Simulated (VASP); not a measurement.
Write the native input for VASP 6.6.1 that does the following.

```
Task                   : single point
Functional             : PBE
Dispersion             : D3(BJ)
Potentials or basis    : VASP PAW PBE potentials, release 64 (H, S, C)
Cutoff                 : 520 eV
k mesh                 : 1 × 1 × 1
Occupations            : fermi-dirac, width 0.05 eV
Spin                   : no spin polarisation
Dipole correction      : no
Further INCAR settings : LREAL = Auto; ALGO = Normal; EDIFF = 1e-06; NBANDS = 75
```

The structure of H2CS2 lies in POSCAR:

```
H2CS2
1.0
    9.2051640000      0.0000000000      0.0000000000
    0.0000000000      9.2051640000      0.0000000000
    0.0000000000      0.0000000000      9.2051640000
H S C
12 12 6
Direct
    0.7564666963      0.8414081487      0.4606218857
    0.7599755963      0.7724794474      0.4993718743
    0.4024588807      0.5675509964      0.5666601920
    0.3747461751      0.5412505415      0.4938423693
    0.7480475090      0.6029441735      0.7215080579
    0.7008348792      0.5666167382      0.6648442114
    0.1921204228      0.0042584793      0.6550019098
    0.2495990294      0.0636490561      0.6519927293
    0.5741125307      0.9550400188      0.7591173824
    0.5632925171      0.9144541042      0.8310118103
    0.7833755053      0.1461027745      0.6801942909
    0.8092305580      0.1471565308      0.7579441279
    1.1117455376      0.5486051090      0.3019174889
    0.8823634212      0.4553856944      0.0696456902
    0.3469900156      0.7393241446     -0.0243993480
    0.4185150857      0.8116857016      0.2986584487
    0.2165523613      0.1657004699      0.3515635354
    0.2313592675      0.1885680690      0.0118194526
    0.0176965886      0.7736309750      0.7983236366
    0.0657674323      0.4508882188      0.6973477061
    0.6736218931      0.2993537106      0.4537887647
    0.5216311192      0.4189604878      0.1773135166
    0.9358008179      0.8332496846      0.1887853383
    0.7218991427      1.0757440063      0.0868642862
    0.9949958523      0.4948526718      0.1869820027
    0.3837845800      0.7767053363      0.1365863770
    0.2238417480      0.1668411340      0.1826583426
    0.0474733530      0.6132753311      0.7512848223
    0.5937536800      0.3664790763      0.3212327341
    0.8282959435      0.9514768015      0.1276022893
```

One way to write it, as run:

INCAR

```
SYSTEM = H2CS2
  ALGO = Normal
  EDIFF = 1E-6
  ENCUT = 520
  GGA = PE
  ISIF = 2
  ISMEAR = -1
  IVDW = 12
  LASPH = .True.
  LCHARG = .False.
  LREAL = Auto
  LWAVE = .False.
  NBANDS = 75
  NELM = 60
  PREC = Accurate
  SIGMA = 0.05
```

KPOINTS

```
k-points
0
Gamma
  1 1 1
  0 0 0
```

Potentials or basis: VASP PAW PBE potentials, release 64 (H, S, C).

Launch:

```console
$ cat potpaw_PBE.64/H/POTCAR potpaw_PBE.64/S/POTCAR potpaw_PBE.64/C/POTCAR > POTCAR
$ mpirun -np 1 vasp_gam > vasp.out
```

Results of the run:

- Pressure: -0.6 GPa
- Largest force: 1.838 eV/Å
- Band gap on the k mesh: 3.22 eV
- Dispersion energy per atom: -0.077 eV

Caveat: the k points lie up to 0.68 Å⁻¹ apart.

Wall time 100 s on 1 thread of Intel(R) Xeon(R) Platinum 8259CL CPU @ 2.50GHz (Skylake/Cascade Lake), on a shared host, peak memory 0.65 GiB.
